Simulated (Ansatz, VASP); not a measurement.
**AgAu2: VASP beside Ansatz**

File INCAR:

```
SYSTEM = AgAu2
PREC = Accurate
ENCUT = 600
EDIFF = 1E-6
ISMEAR = 0
SIGMA = 0.1
LREAL = .False.
LASPH = .True.
NELM = 60
ALGO = Fast
ISIF = 3
LWAVE = .False.
LCHARG = .False.
GGA = PE
IBRION = 2
NSW = 90
EDIFFG = -0.04
```

Contents of KPOINTS:

```
Automatic mesh
0
Gamma
  4 4 6
  0 0 0
```

The input POSCAR:

```
AgAu2
1.0
    4.8015751195      0.0000000000      0.0000000000
    0.0000000000      5.8602853785      0.0000000000
    0.0000000000      0.0000000000      3.6583841031
Ag Au
2 4
Direct
    0.0000000000      0.0000000000      0.0000000000
    0.5000000000      0.5000000000      0.5000000000
    0.2004000000      0.3787000000      0.0000000000
    0.7996000000      0.6213000000      0.0000000000
    0.7004000000      0.1213000000      0.5000000000
    0.2996000000      0.8787000000      0.5000000000
```

Input for Ansatz:

```yaml
crystal:
  lattice:
    - [4.8015751195, 0.0, 0.0]
    - [0.0, 5.8602853785, 0.0]
    - [0.0, 0.0, 3.6583841031]
  atoms:
    - { symbol: Ag, position: [0.0, 0.0, 0.0] }
    - { symbol: Ag, position: [0.5, 0.5, 0.5] }
    - { symbol: Au, position: [0.2004, 0.3787, 0.0] }
    - { symbol: Au, position: [0.7996, 0.6213, 0.0] }
    - { symbol: Au, position: [0.7004, 0.1213, 0.5] }
    - { symbol: Au, position: [0.2996, 0.8787, 0.5] }
basis:
  ecutwfc: 420
kpoints:
  mp_grid: { grid: [4, 4, 6] }
hamiltonian:
  xc: pbe
scf:
  occupations: { method: gaussian, width: 0.1 }
  lower_state_search: "off"
output:
  forces: true
  stress: true
  eigenvalues: true
relax:
  adjacent_minimum: "off"
  f_tol: 0.04
  max_steps: 70
  cell: { stress_tol: 0.4 }
```

Alike in both runs: task relaxation of cell and atoms; functional PBE; k mesh 4 × 4 × 6; occupations gaussian, width 0.1 eV; no spin polarisation.

|  | VASP | Ansatz |
| --- | --- | --- |
| version | VASP 6.6.1 | Ansatz 0.2.0 |
| potentials or method | VASP PAW PBE potentials, release 64 (Ag, Au), cutoff 600 eV | scalar-relativistic, plane waves, PAW |
| valence electrons in the cell | 66 | 114 |

Ansatz gave:

* gap on the k mesh at the Fermi level, each at its own relaxed structure (eV): none
* relaxed volume (Å³/atom): 17.98
* relaxed cell length with the largest relative difference (Å): 8.686

What did VASP give for the same quantities?

gap on the k mesh at the Fermi level, each at its own relaxed structure (eV): none; relaxed volume (Å³/atom): 17.92; relaxed cell length with the largest relative difference (Å): 8.656.

A gap of «none» marks a metal or a gap that the smearing closes. VASP's potentials hold 66 valence electrons a cell and Ansatz's 114, so a difference there can come from the potentials and not from the codes.

Spin-orbit coupling is off throughout.
